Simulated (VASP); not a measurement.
Write the native input for VASP 6.6.1 that does the following.

- Task: relaxation of cell and atoms
- Functional: PBEsol
- Potentials or basis: VASP PAW PBE potentials, release 64 (Sn_d, O, Mg)
- Cutoff: 600 eV
- k mesh: 6 × 6 × 6
- Occupations: fermi-dirac, width 0.02 eV
- Spin: no spin polarisation
- Dipole correction: no
- Further INCAR settings: ALGO = Normal; EDIFF = 1e-06; IBRION = 2; EDIFFG = -0.005; NSW = 80; ISIF = 3

The structure of Mg3SnO lies in POSCAR:

```
Mg3SnO
1.0
    4.3888062297      0.0000000000      0.0000000000
    0.0000000000      4.3888062297      0.0000000000
    0.0000000000      0.0000000000      4.3888062297
Sn O Mg
1 1 3
Direct
    0.0000000000      0.0000000000      0.0000000000
    0.5000000000      0.5000000000      0.5000000000
    0.5000000000      0.5000000000      0.0000000000
    0.5000000000      0.0000000000      0.5000000000
    0.0000000000      0.5000000000      0.5000000000
```

These files were run (other wordings do the same):

INCAR

```
SYSTEM = Mg3SnO
PREC = Accurate ; ENCUT = 600
EDIFF = 1E-6 ; ISMEAR = -1
SIGMA = 0.02 ; LREAL = .FALSE.
LASPH = .TRUE. ; NELM = 80
ALGO = Normal ; ISIF = 3
LWAVE = .FALSE. ; LCHARG = .FALSE.
GGA = PS ; IBRION = 2
NSW = 80 ; EDIFFG = -0.005
```

KPOINTS

```
Automatic mesh
0
G
  6 6 6
  0 0 0
```

Potentials or basis: VASP PAW PBE potentials, release 64 (Sn_d, O, Mg).

Launch:

```console
$ cat potpaw_PBE.64/Sn_d/POTCAR potpaw_PBE.64/O/POTCAR potpaw_PBE.64/Mg/POTCAR > POTCAR
$ mpirun -np 1 vasp_std > vasp.out
```

It gave:

| Item | Value |
| --- | --- |
| Relaxed volume | 16.35 Å³/atom |
| Relaxed cell | a = 4.340 Å, b = 4.340 Å, c = 4.340 Å, α = 90.00°, β = 90.00°, γ = 90.00° |
| Space group after relaxing (to 0.1 Å) | Pm-3m (No. 221) |
| Energy gained by relaxing | 4.2 meV/atom |
| Ionic steps | 3 |
| Pressure after relaxing | 0.0 GPa |
| Band gap on the k mesh | zero (bands 13 and 14 overlap by 0.32 eV) |

Caveat: semilocal functionals underestimate gaps, and a narrow one can read as zero; the PAW data sets were made with another functional, which shifts forces and pressure a little; spin-orbit coupling is left out, which moves the levels of the heavy elements.

Run time: 72 s on 1 thread of Intel Xeon 8259CL (shared host), peak memory 0.23 GiB.
